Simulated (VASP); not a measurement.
# NaCl in VASP: a series of runs

NaCl is run at these levels: PBE, HSE06; tasks: single point.

Program: VASP 6.6.1. These are calculated values, not measurements. Logs are shortened: lines on timing, memory, paths and dates and some standing lists are left out, and cuts for length are marked.

## Step 1: The cell of the first run

The typed cell holds 2 atoms: a = 3.502 Å, b = 3.502 Å, c = 3.502 Å, α = 90.00°, β = 90.00°, γ = 90.00°.

## Step 2: Single point, PBE

INCAR

```
ALGO     = Normal         # electronic algorithm
EDIFF    = 1E-7           # SCF threshold, eV
ENCUT    = 520            # plane-wave cutoff, eV
GGA      = PE             # functional
ISIF     = 2              # what is computed and relaxed
ISMEAR   = 0              # smearing method
LASPH    = T              # aspherical terms in the spheres
LCHARG   = F              # write CHGCAR
LREAL    = F              # projectors in reciprocal space
LWAVE    = F              # write WAVECAR
NBANDS   = 14             # bands
NELM     = 60             # most SCF steps
PREC     = Accurate       # precision mode
SIGMA    = 0.05           # smearing width, eV
```

KPOINTS

```
k-points
0
Gamma
  6 6 6
```

POSCAR

```
NaCl
1.0
    3.5021900000      0.0000000000      0.0000000000
    0.0000000000      3.5021900000      0.0000000000
    0.0000000000      0.0000000000      3.5021900000
Cl Na
1 1
Direct
    0.4982630000      0.4963960000      0.5019420000
   -0.0092900000      0.0014830000     -0.0073130000
```

Potentials or basis: VASP PAW PBE potentials, release 64 (Cl, Na_pv).

Run with:

```bash
$ cat potpaw_PBE.64/Cl/POTCAR potpaw_PBE.64/Na_pv/POTCAR > POTCAR
$ mpirun -np 1 vasp_std > vasp.out
```

OUTCAR:

```text
EDIFF = 1E-7
   ENCUT = 520
   GGA = PE
   ISIF = 2
   ISMEAR = 0
   LASPH = T
   LREAL = F
   NELM = 60
   PREC = Accurate

 ion  position               nearest neighbor table
   1  0.498  0.496  0.502-
   2  0.991  0.001  0.993-

  LATTYP: Found a simple cubic cell.
 ALAT       =     3.5021900000

  Lattice vectors:

 A1 = (   3.5021900000,   0.0000000000,   0.0000000000)
 A2 = (   0.0000000000,   3.5021900000,   0.0000000000)
 A3 = (   0.0000000000,   0.0000000000,   3.5021900000)

Analysis of symmetry for initial positions (statically):
=====================================================================
 Subroutine PRICEL returns:
 Original cell was already a primitive cell.

 Routine SETGRP: Setting up the symmetry group for a
 simple cubic supercell.

 Subroutine GETGRP returns: Found  1 space group operations
 (whereof  1 operations were pure point group operations)
 out of a pool of 48 trial point group operations.

The static configuration has the point symmetry C_1 .

Analysis of symmetry for dynamics (positions and initial velocities):
=====================================================================
 Subroutine PRICEL returns:
 Original cell was already a primitive cell.

 Routine SETGRP: Setting up the symmetry group for a
 simple cubic supercell.

 Subroutine GETGRP returns: Found  1 space group operations
 (whereof  1 operations were pure point group operations)
 out of a pool of 48 trial point group operations.

The dynamic configuration has the point symmetry C_1 .

 Subroutine INISYM returns: Found  1 space group operations
 (whereof  1 operations are pure point group operations),
 and found     1 'primitive' translations

----------------------------------------------------------------------------------------

                                     Primitive cell

  volume of cell :      42.9555

  direct lattice vectors                    reciprocal lattice vectors
     3.502190000  0.000000000  0.000000000     0.285535622  0.000000000  0.000000000
     0.000000000  3.502190000  0.000000000     0.000000000  0.285535622  0.000000000
     0.000000000  0.000000000  3.502190000     0.000000000  0.000000000  0.285535622

  length of vectors
     3.502190000  3.502190000  3.502190000     0.285535622  0.285535622  0.285535622

  position of ions in fractional coordinates (direct lattice)
     0.498263000  0.496396000  0.501942000
     0.990710000  0.001483000  0.992687000

  ion indices of the primitive-cell ions
   primitive index   ion index
                 1           1
                 2           2

----------------------------------------------------------------------------------------

 KPOINTS: k-points

Automatic generation of k-mesh.
 Grid dimensions read from file:
 generate k-points for:    6    6    6

 Generating k-lattice:

  Cartesian coordinates                     Fractional coordinates (reciprocal lattice)
     0.047589270  0.000000000  0.000000000     0.166666667  0.000000000  0.000000000
     0.000000000  0.047589270  0.000000000     0.000000000  0.166666667  0.000000000
     0.000000000  0.000000000  0.047589270     0.000000000  0.000000000  0.166666667

  Length of vectors
     0.047589270  0.047589270  0.047589270

  Shift w.r.t. Gamma in fractional coordinates (k-lattice)
     0.000000000  0.000000000  0.000000000

 Subroutine IBZKPT returns following result:
 ===========================================

 Found    112 irreducible k-points:

 Following reciprocal coordinates:
            Coordinates               Weight
  0.000000  0.000000  0.000000      1.000000
  0.166667  0.000000  0.000000      2.000000
  0.000000  0.166667  0.000000      2.000000
  0.000000  0.000000  0.166667      2.000000
  0.333333  0.000000  0.000000      2.000000
  0.000000  0.333333  0.000000      2.000000
[... 16 lines left out ...]
  0.000000 -0.333333  0.166667      2.000000
 -0.166667  0.000000  0.333333      2.000000
 [... further k-points ...]
   k-points           NKPTS =    112   k-points in BZ     NKDIM =    112   number of bands    NBANDS=     14
   number of dos      NEDOS =    301   number of ions     NIONS =      2
   total plane-waves  NPLWV =  21952
   dimension x,y,z NGX =    28 NGY =   28 NGZ =   28
   dimension x,y,z NGXF=    56 NGYF=   56 NGZF=   56
   ions per type =               1   1
   NGX,Y,Z   is equivalent  to a cutoff of  13.29, 13.29, 13.29 a.u.
   NGXF,Y,Z  is equivalent  to a cutoff of  26.58, 26.58, 26.58 a.u.
 SYSTEM =  unknown system
   PREC   = accura    normal or accurate (medium, high low for compatibility)
   ISTART =      0    job   : 0-new  1-cont  2-samecut
   ICHARG =      2    charge: 1-file 2-atom 10-const
   ISPIN  =      1    spin polarized calculation?
   LNONCOLLINEAR =      F non collinear calculations
   LSORBIT =      F    spin-orbit coupling
   LASPH  =      T    aspherical Exc in radial PAW
   ENCUT  =  520.0 eV  38.22 Ry    6.18 a.u.   6.51  6.51  6.51*2*pi/ulx,y,z
   NELM   =     60;   NELMIN=  2; NELMDL= -5     # of ELM steps
   EDIFF  = 0.1E-06   stopping-criterion for ELM
   LREAL  =      F    real-space projection
   EDIFFG = 0.1E-05   stopping-criterion for IOM
   NSW    =      0    number of steps for IOM
   IBRION =     -1    ionic relax: 0-MD 1-quasi-New 2-CG
   NFREE  =      0    steps in history (QN), initial steepest desc. (CG)
   ISIF   =      2    stress and relaxation
   ISYM   =      2    0-nonsym 1-usesym 2-fastsym
   POTIM  = 0.5000    time-step for ionic-motion
   TEBEG  =    0.0;   TEEND  =   0.0 temperature during run
   PSTRESS=    0.0 pullay stress
   NELECT =      14.0000    total number of electrons
   NUPDOWN=      -1.0000    fix difference up-down
   EMIN   =  10.00;   EMAX   =-10.00  energy-range for DOS
   EFERMI =   0.00;   METHOD = LEGACY
   ISMEAR =     0;   SIGMA  =   0.05  broadening in eV -4-tet -1-fermi 0-gaus
   EFERMI_NEDOS =   21; number of points for ismear=-14 and -15
   IALGO  =     38    algorithm
   IMIX   =      4    mixing-type and parameters
     AMIX     =   0.40;   BMIX     =  1.00
     AMIX_MAG =   1.60;   BMIX_MAG =  1.00
  volume/ion in A,a.u.               =      21.48       144.94
  Fermi-wavevector in a.u.,A,eV,Ry     =   1.126621  2.129005 17.269530  1.269275
  Thomas-Fermi vector in A             =   2.263304
   LORBIT       =      0    0 simple, 1 ext, 2 COOP (PROOUT), +10 PAW based schemes
   GGA     = PE    functional components
   LHFCALC =     F    Hartree Fock is set to
   AEXX    =    0.0000 exact exchange contribution
   IVDW    =     0    specifies the selected vdW correction
   LEPSILON=     F    determine dielectric tensor
   LRPA    =     F    only Hartree local field effects (RPA)
 non-spin polarized calculation
 Gauss-broadening in eV      SIGMA  =   0.05
  energy-cutoff  :      520.00
  volume of cell :       42.96
 maximum number of plane-waves:      1189
 NGX is ok and might be reduce to    28
   NGX = 13   NGY = 13   NGZ = 13

 number of electron      14.0000003 magnetization

 Free energy of the ion-electron system (eV)
  ---------------------------------------------------
  ext. energy  EPLUGINS =         0.00000000
  ---------------------------------------------------
  free energy    TOTEN  =        -6.46811515 eV

  energy without entropy =       -6.46811515  energy(sigma->0) =       -6.46811515

 E-fermi :   0.6851     XC(G=0):  -8.4321

 val. band max:        0.4244079217   @ k =   0.5000   0.5000   0.0000
 cond. band min:       4.4037074156   @ k =   0.0000   0.0000   0.0000
 fundamental gap:      3.9792994939
 Fermi energy:         0.6850571686

 k-point     1 :       0.0000    0.0000    0.0000
  band No.  band energies     occupation
      1     -21.6484      2.00000
      2     -21.6484      2.00000
      3     -21.6483      2.00000
      4     -12.9519      2.00000
      5      -0.0664      2.00000
      6      -0.0662      2.00000
      7      -0.0661      2.00000
      8       4.4037      0.00000
      9       9.0043      0.00000
     10       9.0053      0.00000
     11      16.1078      0.00000
     12      16.1103      0.00000
     13      16.1176      0.00000
     14      16.3394      0.00000

 k-point     2 :       0.1667    0.0000    0.0000
  band No.  band energies     occupation
      1     -21.6585      2.00000
      2     -21.6475      2.00000
      3     -21.6474      2.00000
      4     -12.8677      2.00000
      5      -0.8575      2.00000
      6      -0.0101      2.00000
      7      -0.0098      2.00000
      8       5.1307      0.00000
      9       9.3071      0.00000
     10       9.5313      0.00000
     11      14.2920      0.00000
     12      14.2949      0.00000
     13      15.5127      0.00000
     14      16.5446      0.00000

 k-point     3 :       0.0000    0.1667    0.0000
  band No.  band energies     occupation
      1     -21.6585      2.00000
      2     -21.6475      2.00000
      3     -21.6474      2.00000
      4     -12.8677      2.00000
      5      -0.8576      2.00000
      6      -0.0100      2.00000
      7      -0.0098      2.00000
      8       5.1307      0.00000
      9       9.3075      0.00000
     10       9.5309      0.00000
     11      14.2910      0.00000
     12      14.2953      0.00000
     13      15.5130      0.00000
     14      16.5455      0.00000
[... 324 lines left out ...]
 k-point    23 :       0.0000   -0.3333    0.1667
  band No.  band energies     occupation
      1     -21.6769      2.00000
      2     -21.6548      2.00000
      3     -21.6448      2.00000
      4     -12.6204      2.00000
      5      -1.8994      2.00000
      6      -0.5342      2.00000
      7       0.1672      2.00000
      8       6.9261      0.00000
      9       9.2338      0.00000
     10      10.5843      0.00000
     11      12.1842      0.00000
     12      12.9626      0.00000
     13      15.1159      0.00000
     14      15.8850      0.00000

 k-point    24 :      -0.1667    0.0000    0.3333
  band No.  band energies     occupation
      1     -21.6770      2.00000
      2     -21.6548      2.00000
      3     -21.6447      2.00000
      4     -12.6205      2.00000
      5      -1.8990      2.00000
      6      -0.5343      2.00000
      7       0.1671      2.00000
      8       6.9270      0.00000
      9       9.2318      0.00000
     10      10.5843      0.00000
     11      12.1857      0.00000
     12      12.9621      0.00000
     13      15.1151      0.00000
     14      15.8809      0.00000

 [... further k-points ...]
[... 5 lines left out ...]
  --------------------------------------------------------------------------------------
  -------------------------------------------------------------------------------------
  Total        0.0209070      0.0208012      0.0209960     -0.0018592     -0.0023044      0.0033682
  in kB        0.7798016      0.7758550      0.7831204     -0.0693471     -0.0859490      0.1256301
  external PRESSURE =       0.7795923 kB  Pullay stress =       0.0000000 kB

 VOLUME and BASIS-vectors are now :
 -----------------------------------------------------------------------------
  energy-cutoff  :      520.00
  volume of cell :       42.96
      direct lattice vectors                 reciprocal lattice vectors
     3.502190000  0.000000000  0.000000000     0.285535622  0.000000000  0.000000000
     0.000000000  3.502190000  0.000000000     0.000000000  0.285535622  0.000000000
     0.000000000  0.000000000  3.502190000     0.000000000  0.000000000  0.285535622

 POSITION                                       TOTAL-FORCE (eV/Angst)
 -----------------------------------------------------------------------------------
      1.74501      1.73847      1.75790        -0.009120      0.005965     -0.010954
      3.46965      0.00519      3.47658         0.009120     -0.005965      0.010954
 -----------------------------------------------------------------------------------
    total drift:                                0.000030      0.000203     -0.000208

  FREE ENERGIE OF THE ION-ELECTRON SYSTEM (eV)
  ---------------------------------------------------
  free  energy   TOTEN  =        -6.4681151470 eV

  energy  without entropy=       -6.4681151470  energy(sigma->0) =       -6.46811515
```

It took 49 s on 1 thread of AMD EPYC 9R45 (Zen 5), shared host; peak memory 0.15 GiB.

Results:

```
Free energy            : -6.4681 eV
Pressure               : 0.1 GPa
Largest force          : 0.015 eV/Å
Band gap on the k mesh : 3.98 eV, indirect (least direct gap 4.47 eV)
```

Forces in eV/Å, atoms in the order of the input:
```
Cl  -0.009  0.006 -0.011
Na   0.009 -0.006  0.011
```

## Step 3: Single point, HSE06

POSCAR

```
NaCl
1.0
    3.5021900000      0.0000000000      0.0000000000
    0.0000000000      3.5021900000      0.0000000000
    0.0000000000      0.0000000000      3.5021900000
Cl Na
1 1
Direct
    0.5000000000      0.5000000000      0.5000000000
    0.0000000000      0.0000000000      0.0000000000
```

INCAR.step1

```
SYSTEM = NaCl
ALGO = Normal ; EDIFF = 1E-5
ENCUT = 520 ; GGA = PE
ISIF = 2 ; ISMEAR = 1
LASPH = .TRUE. ; LCHARG = .FALSE.
LREAL = .FALSE. ; LWAVE = .TRUE.
NBANDS = 14 ; NELM = 60
PREC = Accurate ; SIGMA = 0.05
```

INCAR.step2

```
SYSTEM = NaCl
ALGO = Normal ; EDIFF = 1E-7
ENCUT = 520 ; GGA = PE
HFSCREEN = 0.2079 ; ISIF = 2
ISMEAR = 1 ; ISTART = 1
LASPH = .TRUE. ; LCHARG = .FALSE.
LHFCALC = .TRUE. ; LREAL = .FALSE.
LWAVE = .FALSE. ; NBANDS = 14
NELM = 60 ; PREC = Accurate
PRECFOCK = Normal ; SIGMA = 0.05
```

KPOINTS

```
k-points
0
G
  4 4 4
  0 0 0
```

Potentials or basis: VASP PAW PBE potentials, release 64 (Cl, Na_pv).

Run with:

```bash
$ cat potpaw_PBE.64/Cl/POTCAR potpaw_PBE.64/Na_pv/POTCAR > POTCAR
$ cp INCAR.step1 INCAR
$ mpirun -np 1 vasp_std > vasp.out
$ cp INCAR.step2 INCAR
$ mpirun -np 1 vasp_std > vasp.out
```

Run time: 3.3 min. Hardware: 1 thread of AMD EPYC 9R45 (Zen 5), shared host; peak memory 0.21 GiB.

The run converged. Its results:

```yaml
Free_energy: -7.5495 eV
Pressure: -0.4 GPa
Band_gap_on_the_k_mesh: 5.29 eV, indirect (least direct gap 5.82 eV)
```

Levels at points of the mesh, in eV from the valence-band top:
```csv
k point,band 3,band 4,band 5,band 6,band 7,band 8,band 9,band 10,band 11,band 12
"(0.00, 0.00, 0.00)",-24.24,-14.63,-0.53,-0.53,-0.53,5.29,9.92,9.92,17.39,17.39
"(0.50, 0.00, 0.00)",-24.24,-14.24,-3.13,-0.28,-0.28,8.28,10.09,11.96,13.38,13.38
"(0.50, 0.50, 0.00)",-24.23,-13.95,-2.44,-2.44,0.00,6.84,11.34,12.57,12.57,14.17
"(0.50, 0.50, 0.50)",-24.26,-13.66,-1.99,-1.99,-1.99,8.43,8.43,8.43,13.26,17.65
```

Caveat: the k points lie up to 0.45 Å⁻¹ apart; the PAW data sets were made with another functional, which shifts forces and pressure a little. A k mesh can miss the band edges.
